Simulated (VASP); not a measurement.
A run of VASP 6.6.1 is set up as follows.

The input INCAR:

```
PREC     = Accurate       # precision mode
ENCUT    = 600            # plane-wave cutoff, eV
EDIFF    = 1E-6           # SCF threshold, eV
ISMEAR   = -1             # smearing method
SIGMA    = 0.02           # smearing width, eV
LREAL    = False          # projectors in reciprocal space
LASPH    = True           # aspherical terms in the spheres
NELM     = 120            # most SCF steps
ALGO     = Normal         # electronic algorithm
ISIF     = 2              # what is computed and relaxed
LWAVE    = False          # write WAVECAR
LCHARG   = False          # write CHGCAR
NBANDS   = 11             # bands
GGA_COMPAT= False
```

Contents of KPOINTS:

```
regular mesh
0
Gamma
  14 14 14
```

File POSCAR:

```
C
1.0
    0.0000000000      1.7658614237      1.7658614237
    1.7658614237      0.0000000000      1.7658614237
    1.7658614237      1.7658614237      0.0000000000
C
2
Direct
   -0.1250000000     -0.1250000000     -0.1250000000
    0.1250000000      0.1250000000      0.1250000000
```

Potentials or basis: VASP PAW LDA potentials, release 64 (C).

Command:

```console
$ cat potpaw_LDA.64/C/POTCAR > POTCAR
$ mpirun -np 1 vasp_std > vasp.out
```

Estimate the pressure.

0.8 GPa.

Predict the band gap on the k mesh.

4.17 eV (least direct gap 5.63 eV).

A k mesh can miss the band edges.
